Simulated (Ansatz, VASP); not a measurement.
Two plane-wave programs on Mg3ZnTe4

The input INCAR:

```
PREC     = Accurate       # precision mode
ENCUT    = 600            # plane-wave cutoff, eV
EDIFF    = 1E-6           # SCF threshold, eV
ISMEAR   = 0              # smearing method
SIGMA    = 0.02           # smearing width, eV
LREAL    = False          # projectors in reciprocal space
LASPH    = True           # aspherical terms in the spheres
NELM     = 100            # most SCF steps
ALGO     = Normal         # electronic algorithm
ISIF     = 3              # what is computed and relaxed
LWAVE    = False          # write WAVECAR
LCHARG   = False          # write CHGCAR
GGA      = PE             # functional
IBRION   = 2              # ionic algorithm
NSW      = 100            # ionic steps
EDIFFG   = -0.01          # ionic threshold
```

Contents of KPOINTS:

```
regular mesh
0
Gamma
  4 4 4
```

File POSCAR:

```
Mg3ZnTe4
1.0
    6.4290019000      0.0000000000      0.0000000000
    0.0000000000      6.4290019000      0.0000000000
    0.0000000000      0.0000000000      6.4290019000
Mg Zn Te
3 1 4
Direct
    0.5000000000      0.0000000000      0.0000000000
    0.0000000000      0.0000000000      0.5000000000
    0.0000000000      0.5000000000      0.0000000000
    0.5000000000      0.5000000000      0.5000000000
    0.2572670000      0.7427330000      0.2572670000
    0.2572670000      0.2572670000      0.7427330000
    0.7427330000      0.7427330000      0.7427330000
    0.7427330000      0.2572670000      0.2572670000
```

Input for Ansatz:

```yaml
crystal:
  lattice:
    - [6.4290019, 0.0, 0.0]
    - [0.0, 6.4290019, 0.0]
    - [0.0, 0.0, 6.4290019]
  atoms:
    - { symbol: Mg, position: [0.5, 0.0, 0.0] }
    - { symbol: Mg, position: [0.0, 0.0, 0.5] }
    - { symbol: Mg, position: [0.0, 0.5, 0.0] }
    - { symbol: Zn, position: [0.5, 0.5, 0.5] }
    - { symbol: Te, position: [0.257267, 0.742733, 0.257267] }
    - { symbol: Te, position: [0.257267, 0.257267, 0.742733] }
    - { symbol: Te, position: [0.742733, 0.742733, 0.742733] }
    - { symbol: Te, position: [0.742733, 0.257267, 0.257267] }
basis:
  ecutwfc: 420
kpoints:
  mp_grid: { grid: [4, 4, 4] }
hamiltonian:
  xc: pbe
scf:
  occupations: { method: gaussian, width: 0.02 }
output:
  forces: true
  stress: true
  eigenvalues: true
  write_density: true
  write_potential: true
  elf: true
  volumetric_format: npy
relax:
  adjacent_minimum: "off"
  f_tol: 0.01
  max_steps: 80
  cell: { stress_tol: 0.05 }
```

Alike in both runs: task relaxation of cell and atoms; functional PBE; k mesh 4 × 4 × 4; occupations gaussian, width 0.02 eV; no spin polarisation.

```csv
,VASP,Ansatz
version,VASP 6.6.1,Ansatz 0.2.0
potentials or method,"VASP PAW PBE potentials, release 64 (Mg, Zn, Te), cutoff 600 eV","scalar-relativistic, plane waves, PAW"
valence electrons in the cell,42,106
```

VASP gave:

| Property | Result |
| --- | --- |
| gap on the k mesh at the Fermi level, each at its own relaxed structure (eV) | 1.80 |
| relaxed volume (Å³/atom) | 33.22 |
| relaxed cell length with the largest relative difference (Å) | 6.429 |

Task: What did Ansatz give for the same quantities?

Result: gap on the k mesh at the Fermi level, each at its own relaxed structure (eV): 1.81; relaxed volume (Å³/atom): 33.22; relaxed cell length with the largest relative difference (Å): 6.429.

VASP's potentials hold 42 valence electrons a cell and Ansatz's 106, so a difference there can come from the potentials and not from the codes.

Neither program's run includes spin-orbit coupling. Noted on VASP's run: the relaxation stopped at its first step, so nothing moved.
